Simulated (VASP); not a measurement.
A run of VASP 6.6.1 is set up as follows.

The input POSCAR:

```
Ir
1.0
    2.5312676630      0.0000000000      0.0000000000
   -1.2656338315      2.1921420999      0.0000000000
    0.0000000000      0.0000000000      4.1053068000
Ir
2
Direct
    0.6666666667      0.3333333333      0.7500000000
    0.3333333333      0.6666666667      0.2500000000
```

The input INCAR.step1:

```
SYSTEM = Ir
PREC     = Accurate       ! precision mode
ENCUT    = 520            ! plane-wave cutoff, eV
ISMEAR   = 0              ! smearing method
SIGMA    = 0.15           ! smearing width, eV
LREAL    = .False.        ! projectors in reciprocal space
LASPH    = .True.         ! aspherical terms in the spheres
NELM     = 80             ! most SCF steps
NBANDS   = 16             ! bands
GGA      = PE             ! functional
ALGO     = Normal         ! electronic algorithm
EDIFF    = 1E-4           ! SCF threshold, eV
LWAVE    = .True.         ! write WAVECAR
LCHARG   = .False.        ! write CHGCAR
```

File INCAR.step2:

```
SYSTEM = Ir
PREC     = Accurate       ! precision mode
ENCUT    = 520            ! plane-wave cutoff, eV
EDIFF    = 1E-7           ! SCF threshold, eV
ISMEAR   = 0              ! smearing method
SIGMA    = 0.15           ! smearing width, eV
LREAL    = .False.        ! projectors in reciprocal space
LASPH    = .True.         ! aspherical terms in the spheres
NELM     = 80             ! most SCF steps
ALGO     = Normal         ! electronic algorithm
ISIF     = 2              ! what is computed and relaxed
LWAVE    = .False.        ! write WAVECAR
LCHARG   = .False.        ! write CHGCAR
METAGGA  = R2SCAN         ! meta-GGA
LMIXTAU  = .True.       
NBANDS   = 16             ! bands
ISTART   = 1
```

File KPOINTS:

```
regular mesh
0
Gamma
  18 18 12
  0 0 0
```

Potentials or basis: VASP PAW PBE potentials, release 64 (Ir).

Command:

```bash
$ cat potpaw_PBE.64/Ir/POTCAR > POTCAR
$ cp INCAR.step1 INCAR
$ mpirun -np 1 vasp_std > vasp.out
$ cp INCAR.step2 INCAR
$ mpirun -np 1 vasp_std > vasp.out
```

(1) Estimate the pressure.

(2) Predict the band gap on the k mesh.

Results:

(1) 154.9 GPa.

(2) zero (band 9 reaches 16.10 eV, above the bottom of band 10 at 11.14 eV).

Caveat: the cell differs from its parent crystal (strain -0.080 along x and y, -0.080 along z); the PAW data sets were made with another functional, which shifts forces and pressure a little; spin-orbit coupling is left out, which moves the levels of the heavy elements.
